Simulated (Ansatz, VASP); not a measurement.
**Two plane-wave programs on HfIrC2**

```
Hf Ir C
1.0
     3.92215    0.00000    0.00000
    -1.96108    3.39668    0.00000
     0.00000    0.00000    5.12985
Hf Ir C
1 1 2
Direct
  0.00000 0.00000 0.00000
  0.00000 0.00000 0.50000
  0.33333 0.66667 0.00000
  0.66667 0.33333 0.00000
```

Alike in both runs: task relaxation of cell and atoms; functional PBE; k mesh 12 × 12 × 10; occupations gaussian, width 0.1 eV; no spin polarisation.

|  | VASP | Ansatz |
| --- | --- | --- |
| version | VASP 6.6.1 | Ansatz 0.2.0 |
| potentials or method | VASP PAW PBE potentials, release 64 (Hf_pv, Ir, C), cutoff 600 eV | scalar-relativistic, plane waves, PAW |
| valence electrons in the cell | 27 | 51 |

Ansatz gave:

```
gap on the k mesh at the Fermi level, each at its own relaxed structure (eV) : none
relaxed volume (Å³/atom)                                                     : 17.05
relaxed length of the cell vector where the two differ most in proportion (Å)              : 5.140
```

Q: What did VASP give for the same quantities?

A: gap on the k mesh at the Fermi level, each at its own relaxed structure (eV): none; relaxed volume (Å³/atom): 17.01; relaxed length of the cell vector where the two differ most in proportion (Å): 5.130.

A gap of «none» marks a metal or a gap that the smearing closes. VASP's potentials hold 27 valence electrons a cell and Ansatz's 51, so a difference there can come from the potentials and not from the codes.

Neither program's run includes spin-orbit coupling.
